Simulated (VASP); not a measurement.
The system is Pt.

```
Pt
1.0
    -2.45959    2.45959    1.34175
     2.45959   -2.45959    1.34175
     2.45959    2.45959   -1.34175
Pt
2
Direct
  0.00000 0.00000 0.00000
  0.75000 0.25000 0.50000
```

* Program: VASP 6.6.1
* Task: relaxation of cell and atoms
* Functional: PBEsol
* Potentials or basis: VASP PAW PBE potentials, release 64 (Pt)
* Cutoff: 600 eV
* k mesh: 24 × 24 × 24
* Occupations: gaussian, width 0.1 eV
* Spin: no spin polarisation

At the start: pressure 3.1 GPa; volume 16.23 Å³/atom.

Task: How do energy, volume and symmetry change on relaxing?

Result: Over 6 steps the energy falls by 4.4 meV/atom and the volume is 16.43 Å³/atom (+1.2 %); space group I4_1/amd (No. 141, to 0.1 Å) before and after.

The path:
```csv
step,energy change (eV),largest force (eV/Å),pressure (GPa),volume (Å³)
1,0.0000,0.0000,3.11,32.47
2,0.0222,0.0000,-7.30,33.97
3,-0.0081,0.0000,-0.78,32.97
4,-0.0081,0.0000,-0.71,32.96
5,-0.0079,0.0000,0.84,32.75
6,-0.0088,0.0000,0.02,32.86
```

Final structure:
```
Pt
1.0
    -2.48053    2.48053    1.33504
     2.48053   -2.48053    1.33504
     2.48053    2.48053   -1.33504
Pt
2
Direct
  0.00000 0.00000 0.00000
  0.75000 0.25000 0.50000
```

Caveat: the PAW data sets were made with another functional, which shifts forces and pressure a little.
